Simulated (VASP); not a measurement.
Set up this calculation in VASP 6.6.1, as the native input.

```yaml
Task: single point
Functional: PBEsol
Potentials_or_basis: VASP PAW PBE potentials, release 64 (Pb_d, O)
Cutoff: 520 eV
k_mesh: 8 × 8 × 8
Occupations: gaussian, width 0.1 eV
Spin: no spin polarisation
Dipole_correction: no
Further_INCAR_settings: ALGO = Normal; EDIFF = 1e-06; NBANDS = 43
```

The structure of Pb2O lies in POSCAR:

```
Pb2O
1.0
    5.2701732649      0.0000000000      0.0000000000
    0.0000000000      5.2701732649      0.0000000000
    0.0000000000      0.0000000000      5.2701732649
Pb O
4 2
Direct
    0.2500000000      0.2500000000      0.2500000000
    0.7500000000      0.7500000000      0.2500000000
    0.2500000000      0.7500000000      0.7500000000
    0.7500000000      0.2500000000      0.7500000000
    0.0000000000      0.0000000000      0.0000000000
    0.5000000000      0.5000000000      0.5000000000
```

One way to write it, as run:

INCAR

```
SYSTEM = Pb2O
PREC     = Accurate       ! precision mode
ENCUT    = 520            ! plane-wave cutoff, eV
EDIFF    = 1E-6           ! SCF threshold, eV
ISMEAR   = 0              ! smearing method
SIGMA    = 0.1            ! smearing width, eV
LREAL    = .FALSE.        ! projectors in reciprocal space
LASPH    = .TRUE.         ! aspherical terms in the spheres
NELM     = 80             ! most SCF steps
ALGO     = Normal         ! electronic algorithm
ISIF     = 2              ! what is computed and relaxed
LWAVE    = .FALSE.        ! write WAVECAR
LCHARG   = .TRUE.         ! write CHGCAR
GGA      = PS             ! functional
LELF     = .TRUE.         ! ELF
LVHAR    = .TRUE.       
NBANDS   = 43             ! bands
```

KPOINTS

```
Automatic mesh
0
G
  8 8 8
  0 0 0
```

Potentials or basis: VASP PAW PBE potentials, release 64 (Pb_d, O).

Command:

```console
$ cat potpaw_PBE.64/Pb_d/POTCAR potpaw_PBE.64/O/POTCAR > POTCAR
$ mpirun -np 1 vasp_std > vasp.out
```

It gave:

The pressure is 3.8 GPa and the band gap on the k mesh is zero (bands 34 and 35 overlap by 0.89 eV).

Caveat: the cell stands under pressure; the PAW data sets were made with another functional, which shifts forces and pressure a little; spin-orbit coupling is left out, which moves the levels of the heavy elements.

Wall time 6.7 min on 1 thread of Intel Xeon 8259CL (shared host), peak memory 0.34 GiB.
